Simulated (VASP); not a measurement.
# Os (P6_3/mmc) in VASP: further runs

Os is run at these levels: PBE; tasks: single point.

All numbers are computed with VASP 6.6.1; they aren't measurements. Logs are shortened: lines on timing, memory, paths and dates and some standing lists are left out, and cuts for length are marked.

## 1. The cell of the first run

It takes space group P6_3/mmc (No. 194, hexagonal). Conventional cell: a = 2.757 Å, b = 2.757 Å, c = 4.355 Å, α = 90.00°, β = 90.00°, γ = 120.00°. Within 3.6 Å of Os (site symmetry -6m2) lie 12 Os at 2.70 to 2.76 Å.

## 2. Single point, PBE (14.33 Å³/atom)

Contents of INCAR:

```
SYSTEM = Os
  PREC = Accurate
  ENCUT = 520
  EDIFF = 1E-7
  ISMEAR = -1
  SIGMA = 0.05
  LREAL = .FALSE.
  LASPH = .TRUE.
  NELM = 80
  ALGO = Normal
  ISIF = 2
  LWAVE = .FALSE.
  LCHARG = .TRUE.
  GGA = PE
  LELF = .TRUE.
  LVHAR = .TRUE.
  NBANDS = 15
```

Contents of KPOINTS:

```
regular mesh
0
G
  15 15 9
  0 0 0
```

Contents of POSCAR:

```
Os
1.0
    2.7566968678      0.0000000000      0.0000000000
   -1.3783484340      2.3873695181      0.0000000000
    0.0000000000      0.0000000000      4.3554016190
Os
2
Direct
    0.3333333333      0.6666666667      0.2500000000
    0.6666666667      0.3333333333      0.7500000000
```

Potentials or basis: VASP PAW PBE potentials, release 64 (Os).

Command:

```sh
$ cat potpaw_PBE.64/Os/POTCAR > POTCAR
$ mpirun -np 1 vasp_std > vasp.out
```

OUTCAR:

```text
SYSTEM = Os
   PREC = Accurate
   ENCUT = 520
   EDIFF = 1E-7
   ISMEAR = -1
   LREAL = .FALSE.
   LASPH = .TRUE.
   NELM = 80
   ISIF = 2
   GGA = PE

 ion  position               nearest neighbor table
   1  0.333  0.667  0.250-   2 2.70   2 2.70   2 2.70   2 2.70   2 2.70   2 2.70
   2  0.667  0.333  0.750-   1 2.70   1 2.70   1 2.70   1 2.70   1 2.70   1 2.70

  LATTYP: Found a hexagonal cell.
 ALAT       =     2.7566968678
 C/A-ratio  =     1.5799349105

  Lattice vectors:

 A1 = (   2.7566968678,   0.0000000000,   0.0000000000)
 A2 = (  -1.3783484340,   2.3873695181,   0.0000000000)
 A3 = (   0.0000000000,   0.0000000000,   4.3554016190)

Analysis of symmetry for initial positions (statically):
=====================================================================
 Subroutine PRICEL returns:
 Original cell was already a primitive cell.

 Routine SETGRP: Setting up the symmetry group for a
 hexagonal supercell.

 Subroutine GETGRP returns: Found 24 space group operations
 (whereof 12 operations were pure point group operations)
 out of a pool of 24 trial point group operations.

The static configuration has the point symmetry D_3d.
 The point group associated with its full space group is D_6h.

Analysis of symmetry for dynamics (positions and initial velocities):
=====================================================================
 Subroutine PRICEL returns:
 Original cell was already a primitive cell.

 Routine SETGRP: Setting up the symmetry group for a
 hexagonal supercell.

 Subroutine GETGRP returns: Found 24 space group operations
 (whereof 12 operations were pure point group operations)
 out of a pool of 24 trial point group operations.

The dynamic configuration has the point symmetry D_3d.
 The point group associated with its full space group is D_6h.

 Subroutine INISYM returns: Found 24 space group operations
 (whereof 12 operations are pure point group operations),
 and found     1 'primitive' translations

----------------------------------------------------------------------------------------

                                     Primitive cell

  volume of cell :      28.6640

  direct lattice vectors                    reciprocal lattice vectors
     2.756696868  0.000000000  0.000000000     0.362752979  0.209435530  0.000000000
[... 88 lines left out ...]
   EDIFFG = 0.1E-05   stopping-criterion for IOM
   NSW    =      0    number of steps for IOM
   IBRION =     -1    ionic relax: 0-MD 1-quasi-New 2-CG
   NFREE  =      0    steps in history (QN), initial steepest desc. (CG)
   ISIF   =      2    stress and relaxation
   ISYM   =      2    0-nonsym 1-usesym 2-fastsym
   POTIM  = 0.5000    time-step for ionic-motion
   TEBEG  =    0.0;   TEEND  =   0.0 temperature during run
   PSTRESS=    0.0 pullay stress
   NELECT =      16.0000    total number of electrons
   NUPDOWN=      -1.0000    fix difference up-down
   EMIN   =  10.00;   EMAX   =-10.00  energy-range for DOS
   EFERMI =   0.00;   METHOD = LEGACY
   ISMEAR =    -1;   SIGMA  =   0.05  broadening in eV -4-tet -1-fermi 0-gaus
   EFERMI_NEDOS =   21; number of points for ismear=-14 and -15
   IALGO  =     38    algorithm
   IMIX   =      4    mixing-type and parameters
     AMIX     =   0.40;   BMIX     =  1.00
     AMIX_MAG =   1.60;   BMIX_MAG =  1.00
  volume/ion in A,a.u.               =      14.33        96.72
  Fermi-wavevector in a.u.,A,eV,Ry     =   1.347936  2.547229 24.720845  1.816931
  Thomas-Fermi vector in A             =   2.475646
   LORBIT       =      0    0 simple, 1 ext, 2 COOP (PROOUT), +10 PAW based schemes
   GGA     = PE    functional components
   LHFCALC =     F    Hartree Fock is set to
   AEXX    =    0.0000 exact exchange contribution
   IVDW    =     0    specifies the selected vdW correction
   LEPSILON=     F    determine dielectric tensor
   LRPA    =     F    only Hartree local field effects (RPA)
 non-spin polarized calculation
  energy-cutoff  :      520.00
  volume of cell :       28.66
 maximum number of plane-waves:       783
 NGX is ok and might be reduce to    24
   NGX = 11   NGY = 11   NGZ = 17

 number of electron      15.9999999 magnetization

 Free energy of the ion-electron system (eV)
  ---------------------------------------------------
  ext. energy  EPLUGINS =         0.00000000
  ---------------------------------------------------
  free energy    TOTEN  =       -22.50708593 eV

  energy without entropy =      -22.49845660  energy(sigma->0) =      -22.50277126

 E-fermi :   9.0943     XC(G=0): -13.9181

 val. band max:        9.0940829543   @ k =   0.1333  -0.0000   0.3333
 cond. band min:       9.1289926799   @ k =   0.0000   0.0000   0.0000
 fundamental gap:      0.0349097256
 Fermi energy:         9.0943478370

 k-point     1 :       0.0000    0.0000    0.0000
  band No.  band energies     occupation
      1      -1.6205      2.00000
      2       1.5392      2.00000
      3       6.1565      2.00000
      4       6.1565      2.00000
      5       6.4001      2.00000
      6       6.9645      2.00000
      7       6.9645      2.00000
      8       7.5935      2.00000
      9       7.5935      2.00000
     10       9.1290      0.66678
     11      10.7287      0.00000
     12      10.7287      0.00000
     13      17.8885      0.00000
     14      23.1448      0.00000
[... 401 lines left out ...]
      2       3.1897      2.00000
      3       3.1941      2.00000
      4       5.2230      2.00000
      5       5.5446      2.00000
      6       6.2573      2.00000
      7       7.5180      2.00000
      8      10.4764      0.00000
      9      11.0555      0.00000
     10      11.2504      0.00000
     11      14.0149      0.00000
     12      14.6571      0.00000
     13      17.2314      0.00000
     14      20.2038      0.00000
     15      22.6385      0.00000

 [... further k-points ...]
[... 5 lines left out ...]
  --------------------------------------------------------------------------------------
  -------------------------------------------------------------------------------------
  Total       -0.3202289     -0.3202289     -0.3071866      0.0000000      0.0000000      0.0000000
  in kB      -17.8992235    -17.8992235    -17.1702245      0.0000000      0.0000000      0.0000000
  external PRESSURE =     -17.6562238 kB  Pullay stress =       0.0000000 kB

 VOLUME and BASIS-vectors are now :
 -----------------------------------------------------------------------------
  energy-cutoff  :      520.00
  volume of cell :       28.66
      direct lattice vectors                 reciprocal lattice vectors
     2.756696868  0.000000000  0.000000000     0.362752979  0.209435530  0.000000000
    -1.378348434  2.387369518  0.000000000     0.000000000  0.418871060  0.000000000
     0.000000000  0.000000000  4.355401619     0.000000000  0.000000000  0.229599951

 POSITION                                       TOTAL-FORCE (eV/Angst)
 -----------------------------------------------------------------------------------
     -0.00000      1.59158      1.08885         0.000000      0.000000      0.000000
      1.37835      0.79579      3.26655         0.000000     -0.000000      0.000000
 -----------------------------------------------------------------------------------
    total drift:                                0.000000     -0.000000     -0.000000

  FREE ENERGIE OF THE ION-ELECTRON SYSTEM (eV)
  ---------------------------------------------------
  free  energy   TOTEN  =       -22.5070859272 eV

  energy  without entropy=      -22.4984566000  energy(sigma->0) =      -22.50277126
```

stdout:

```text
POSCAR found type information on POSCAR Os
 POSCAR found :  1 types and       2 ions
 scaLAPACK will be used
 LDA part: xc-table for (Slater+PW92), standard interpolation
 POSCAR, INCAR and KPOINTS ok, starting setup
 FFT: planning ... GRIDC
 FFT: planning ... GRID_SOFT
 FFT: planning ... GRID
 WAVECAR not read
 entering main loop
```

Run time: 58 s. Hardware: 1 thread of Intel Xeon Platinum 8259CL at 2.50GHz (Skylake/Cascade Lake), shared host; peak memory 0.18 GiB.

What came out:

```
Free energy            : -22.5071 eV
Pressure               : -1.8 GPa
Band gap on the k mesh : zero (bands 8 and 9 overlap by 3.67 eV)
```

Caveat: spin-orbit coupling is left out, which moves the levels of the heavy elements.

## 3. Single point, PBE (14.68 Å³/atom)

This run uses another cell than the first one, of 14.68 Å³/atom.

Contents of INCAR:

```
SYSTEM = Os
ALGO = Normal
EDIFF = 1E-6
ENCUT = 520
GGA = PE
ISIF = 2
ISMEAR = -1
LASPH = .True.
LCHARG = .True.
LELF = .True.
LREAL = .False.
LVHAR = .True.
LWAVE = .False.
NBANDS = 15
NELM = 100
PREC = Accurate
SIGMA = 0.05
```

Contents of KPOINTS:

```
k-points
0
Gamma
  15 15 9
  0 0 0
```

Contents of POSCAR:

```
Os
1.0
    2.7789292543      0.0000000000      0.0000000000
   -1.3894646272      2.4066233296      0.0000000000
    0.0000000000      0.0000000000      4.3905273425
Os
2
Direct
    0.3333333333      0.6666666667      0.2500000000
    0.6666666667      0.3333333333      0.7500000000
```

Potentials or basis: VASP PAW PBE potentials, release 64 (Os).

Command:

```sh
$ cat potpaw_PBE.64/Os/POTCAR > POTCAR
$ mpirun -np 1 vasp_std > vasp.out
```

OUTCAR:

```text
SYSTEM = Os
   EDIFF = 1E-6
   ENCUT = 520
   GGA = PE
   ISIF = 2
   ISMEAR = -1
   LASPH = .True.
   LREAL = .False.
   NELM = 100
   PREC = Accurate

 ion  position               nearest neighbor table
   1  0.333  0.667  0.250-   2 2.72   2 2.72   2 2.72   2 2.72   2 2.72   2 2.72
   2  0.667  0.333  0.750-   1 2.72   1 2.72   1 2.72   1 2.72   1 2.72   1 2.72

  LATTYP: Found a hexagonal cell.
 ALAT       =     2.7789292543
 C/A-ratio  =     1.5799349104

  Lattice vectors:

 A1 = (   2.7789292543,   0.0000000000,   0.0000000000)
[... 611 lines left out ...]
     10      10.8078      0.00000
     11      13.5039      0.00000
     12      14.1222      0.00000
     13      16.7216      0.00000
     14      19.6109      0.00000
     15      21.9663      0.00000

 [... further k-points ...]
[... 5 lines left out ...]
  --------------------------------------------------------------------------------------
  -------------------------------------------------------------------------------------
  Total       -1.9430387     -1.9430387     -2.0432736      0.0000000     -0.0000000      0.0000000
  in kB     -106.0204699   -106.0204699   -111.4897175      0.0000000     -0.0000000      0.0000000
  external PRESSURE =    -107.8435524 kB  Pullay stress =       0.0000000 kB

 VOLUME and BASIS-vectors are now :
 -----------------------------------------------------------------------------
  energy-cutoff  :      520.00
  volume of cell :       29.36
      direct lattice vectors                 reciprocal lattice vectors
     2.778929254  0.000000000  0.000000000     0.359850830  0.207759974  0.000000000
    -1.389464627  2.406623330  0.000000000     0.000000000  0.415519948  0.000000000
     0.000000000  0.000000000  4.390527343     0.000000000  0.000000000  0.227763073

 POSITION                                       TOTAL-FORCE (eV/Angst)
 -----------------------------------------------------------------------------------
     -0.00000      1.60442      1.09763         0.000000     -0.000000      0.000000
      1.38946      0.80221      3.29290        -0.000000      0.000000      0.000000
 -----------------------------------------------------------------------------------
    total drift:                               -0.000000      0.000000     -0.000000

  FREE ENERGIE OF THE ION-ELECTRON SYSTEM (eV)
  ---------------------------------------------------
  free  energy   TOTEN  =       -22.4798305337 eV

  energy  without entropy=      -22.4708086777  energy(sigma->0) =      -22.47531961
```

OSZICAR:

```text
N       E                     dE             d eps       ncg     rms          rms(c)
DAV:   1     0.100470907392E+03    0.10047E+03   -0.73600E+03  4050   0.101E+03
DAV:   2    -0.190663656024E+02   -0.11954E+03   -0.10414E+03  4141   0.322E+02
DAV:   3    -0.239191146843E+02   -0.48527E+01   -0.46816E+01  5499   0.568E+01
DAV:   4    -0.239569324623E+02   -0.37818E-01   -0.37794E-01  4449   0.525E+00
DAV:   5    -0.239571394870E+02   -0.20702E-03   -0.20701E-03  5466   0.365E-01    0.208E+01
DAV:   6    -0.227982824237E+02    0.11589E+01   -0.10457E+00  5086   0.872E+00    0.898E+00
DAV:   7    -0.224879672685E+02    0.31032E+00   -0.64495E-01  5226   0.671E+00    0.451E-01
DAV:   8    -0.224824534344E+02    0.55138E-02   -0.60422E-03  4148   0.568E-01    0.284E-01
DAV:   9    -0.224798259806E+02    0.26275E-02   -0.13889E-03  4890   0.368E-01    0.477E-02
DAV:  10    -0.224798536682E+02   -0.27688E-04   -0.58936E-05  5205   0.663E-02    0.117E-02
DAV:  11    -0.224798314109E+02    0.22257E-04   -0.40758E-06  4624   0.209E-02    0.111E-03
DAV:  12    -0.224798305337E+02    0.87723E-06   -0.10192E-07  2851   0.342E-03
   1 F= -.22479831E+02 E0= -.22475320E+02  d E =-.902186E-02
```

stdout:

```text
POSCAR found type information on POSCAR Os
 POSCAR found :  1 types and       2 ions
 scaLAPACK will be used
 LDA part: xc-table for (Slater+PW92), standard interpolation
 POSCAR, INCAR and KPOINTS ok, starting setup
 FFT: planning ... GRIDC
 FFT: planning ... GRID_SOFT
 FFT: planning ... GRID
 WAVECAR not read
 entering main loop
```

Wall time 60 s (1 thread of Intel Xeon Platinum 8259CL at 2.50GHz (Skylake/Cascade Lake), shared host); peak memory 0.19 GiB.

Results:

* Free energy: -22.4798 eV
* Pressure: -10.8 GPa
* Band gap on the k mesh: zero (bands 8 and 9 overlap by 3.53 eV)

Levels at points of the mesh, in eV from the Fermi level:
| k point | band 6 | band 7 | band 8 | band 9 | band 10 | band 11 |
| --- | --- | --- | --- | --- | --- | --- |
| (0.00, 0.00, 0.00) | -2.05 | -2.05 | -1.45 | -1.45 | 0.04 | 1.57 |

Caveat: the cell stands under tension; spin-orbit coupling is left out, which moves the levels of the heavy elements.
